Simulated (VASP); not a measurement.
Here is a VASP 6.6.1 calculation.

INCAR

```
SYSTEM = Si
PREC = Accurate ; ENCUT = 520
EDIFF = 1E-6 ; ISMEAR = 1
SIGMA = 0.2 ; LREAL = .False.
LASPH = .True. ; NELM = 80
ALGO = Normal ; ISIF = 2
LWAVE = .False. ; LCHARG = .False.
LDIPOL = .True. ; IDIPOL = 3
DIPOL = 0.5 0.5 0.500 ; GGA = PS
NBANDS = 33
```

The input KPOINTS:

```
Automatic mesh
0
Gamma
  9 9 1
  0 0 0
```

The input POSCAR:

```
Si
1.0
    3.8417168278      0.0000000000      0.0000000000
    0.0000000000      3.8417168278      0.0000000000
    0.0000000000      0.0000000000     28.5825201018
Si
11
Direct
    0.0000000000      0.5000000000      0.2623981361
    0.0000000000      0.0000000000      0.3099185089
    0.5000000000      0.0000000000      0.3574388817
    0.5000000000      0.5000000000      0.4049592544
    0.0000000000      0.5000000000      0.4524796272
    0.0000000000      0.0000000000      0.5000000000
    0.5000000000      0.0000000000      0.5475203728
    0.5000000000      0.5000000000      0.5950407456
    0.0000000000      0.5000000000      0.6425611183
    0.0000000000      0.0000000000      0.6900814911
    0.5000000000      0.0000000000      0.7376018639
```

Potentials or basis: VASP PAW PBE potentials, release 64 (Si).

The run is started by

```bash
$ cat potpaw_PBE.64/Si/POTCAR > POTCAR
$ mpirun -np 1 vasp_std > vasp.out
```

Question: Predict the largest force.

Answer: 0.103 eV/Å.

Question: Predict the band gap on the k mesh.

Answer: Zero (bands 22 and 23 overlap by 0.89 eV).

Forces in eV/Å, atoms in the order of the input:
```
Si   0.000  0.000  0.103
Si   0.000  0.000 -0.056
Si   0.000  0.000  0.027
Si   0.000  0.000 -0.080
Si   0.000  0.000 -0.004
Si   0.000  0.000  0.000
Si   0.000  0.000  0.004
Si   0.000  0.000  0.080
Si   0.000  0.000 -0.027
Si   0.000  0.000  0.056
Si   0.000  0.000 -0.103
```

Caveat: the PAW data sets were made with another functional, which shifts forces and pressure a little.
